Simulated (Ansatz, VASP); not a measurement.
# Au in VASP and in Ansatz

```
CELL_PARAMETERS angstrom
0.00000 2.02124 2.02124
2.02124 0.00000 2.02124
2.02124 2.02124 0.00000
ATOMIC_POSITIONS crystal
Au 0.00000 0.00000 0.00000
```

Alike in both runs: task single point; functional PBEsol; k mesh 18 × 18 × 18; occupations gaussian, width 0.1 eV; no spin polarisation.

```csv
,VASP,Ansatz
version,VASP 6.6.1,Ansatz 0.2.0
potentials or method,"VASP PAW PBE potentials, release 64 (Au), cutoff 520 eV","scalar-relativistic, plane waves, PAW"
valence electrons in the cell,11,19
```

Ansatz gave:

| Item | Value |
| --- | --- |
| gap on the k mesh at the Fermi level (eV) | none |
| pressure (GPa) | 5.8 |

Task: Which values does VASP return?

Result: gap on the k mesh at the Fermi level (eV): none; pressure (GPa): 5.5.

VASP's potentials were made for PBE, not for PBEsol. A gap of «none» marks a metal or a gap that the smearing closes. VASP's potentials hold 11 valence electrons a cell and Ansatz's 19, so a difference there can come from the potentials and not from the codes.

Neither program's run includes spin-orbit coupling.
